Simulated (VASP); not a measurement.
Set up this calculation in VASP 6.6.1, as the native input.

```yaml
Task: single point
Functional: PBE
Potentials_or_basis: VASP PAW PBE potentials, release 64 (Os)
Cutoff: 520 eV
k_mesh: 10 × 10 × 13
Occupations: fermi-dirac, width 0.1 eV
Spin: no spin polarisation
Dipole_correction: no
Further_INCAR_settings: ALGO = Normal; EDIFF = 1e-07; NBANDS = 19
```

The structure of Os lies in POSCAR:

```
Os
1.0
    4.3807439777      0.0000000000      0.0000000000
   -2.1903719888      3.7938355721      0.0000000000
    0.0000000000      0.0000000000      2.7568859291
Os
3
Direct
    1.0000000000      1.0000000000      1.0000000000
    0.3333333333      0.6666666667      0.5000000000
    0.6666666667      0.3333333333      0.5000000000
```

This isn't the form of Os at room conditions, which is hcp.

The input as run:

INCAR

```
PREC = Accurate
ENCUT = 520
EDIFF = 1E-7
ISMEAR = -1
SIGMA = 0.1
LREAL = F
LASPH = T
NELM = 100
ALGO = Normal
ISIF = 2
LWAVE = F
LCHARG = F
GGA = PE
NBANDS = 19
```

KPOINTS

```
Automatic mesh
0
Gamma
  10 10 13
```

Potentials or basis: VASP PAW PBE potentials, release 64 (Os).

Launch:

```bash
$ cat potpaw_PBE.64/Os/POTCAR > POTCAR
$ mpirun -np 1 vasp_std > vasp.out
```

It gave:

The pressure is -13.7 GPa. The band gap on the k mesh is zero (bands 12 and 13 overlap by 2.31 eV).

Caveat: the cell stands under tension; spin-orbit coupling is left out, which moves the levels of the heavy elements.

It took 58 s on 1 thread of AMD EPYC 9R45 96-Core Processor (Zen 5) (shared host), peak memory 0.19 GiB.
